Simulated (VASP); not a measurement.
Na2Sr:

```
Na Sr
1.0
    -1.93769    1.93769    4.75339
     1.93769   -1.93769    4.75339
     1.93769    1.93769   -4.75339
Na Sr
2 1
Direct
  0.66500 0.66500 0.00000
  0.33500 0.33500 0.00000
  0.00000 0.00000 0.00000
```

```yaml
Program: VASP 6.6.1
Task: relaxation of cell and atoms
Functional: PBE
Potentials_or_basis: VASP PAW PBE potentials, release 64 (Na_pv, Sr_sv)
Cutoff: 600 eV
k_mesh: 6 × 6 × 6
Occupations: gaussian, width 0.1 eV
Spin: no spin polarisation
```

At the start: pressure 16.7 GPa; volume 23.80 Å³/atom.

Q: How do energy, volume and symmetry change on relaxing?

A: Over 18 steps the energy falls by 695.4 meV/atom and the volume is 42.77 Å³/atom (+79.7 %); space group I4/mmm (No. 139, to 0.05 Å).

Step by step:
| step | energy change (eV) | largest force (eV/Å) | pressure (GPa) | volume (Å³) |
| --- | --- | --- | --- | --- |
| 1 | 0.0000 | 0.5907 | 16.69 | 71.39 |
| 2 | -1.6708 | 0.2126 | 4.03 | 100.18 |
| 3 | -1.9442 | 0.1058 | 1.10 | 117.80 |
| 4 | -1.9829 | 0.0696 | 0.17 | 127.20 |
| 5 | -1.9847 | 0.0604 | -0.04 | 129.87 |
| 6 | -1.9843 | 0.0560 | -0.14 | 131.28 |
| 7 | -1.9948 | 0.0688 | -0.15 | 131.17 |
| 8 | -2.0224 | 0.1061 | -0.13 | 130.69 |
| 9 | -2.0579 | 0.1470 | 0.00 | 129.05 |
| 10 | -2.0568 | 0.0875 | 0.42 | 123.36 |
| 11 | -2.0660 | 0.1326 | 0.27 | 125.58 |
| 12 | -2.0679 | 0.1490 | 0.12 | 127.49 |
| 13 | -2.0685 | 0.1426 | 0.20 | 126.53 |
| 14 | -2.0748 | 0.0747 | -0.20 | 130.89 |
| 15 | -2.0750 | 0.0850 | -0.14 | 130.23 |
| 16 | -2.0813 | 0.0561 | -0.04 | 128.51 |
| 17 | -2.0846 | 0.0056 | 0.14 | 125.78 |
| 18 | -2.0863 | 0.0337 | -0.08 | 128.31 |

Final structure:
```xyz
3
Lattice="-2.1461 2.1461 6.9647 2.1461 -2.1461 6.9647 2.1461 2.1461 -6.9647" Properties=species:S:1:pos:R:3 pbc="T T T"
Na    2.1461    2.1461    2.5893
Na    0.0000    0.0000    4.3754
Sr    0.0000    0.0000   13.9295
```

Caveat: the k points lie up to 0.35 Å⁻¹ apart in the final cell; the volume moved by over 15 % at a fixed basis, so the end points are rough.
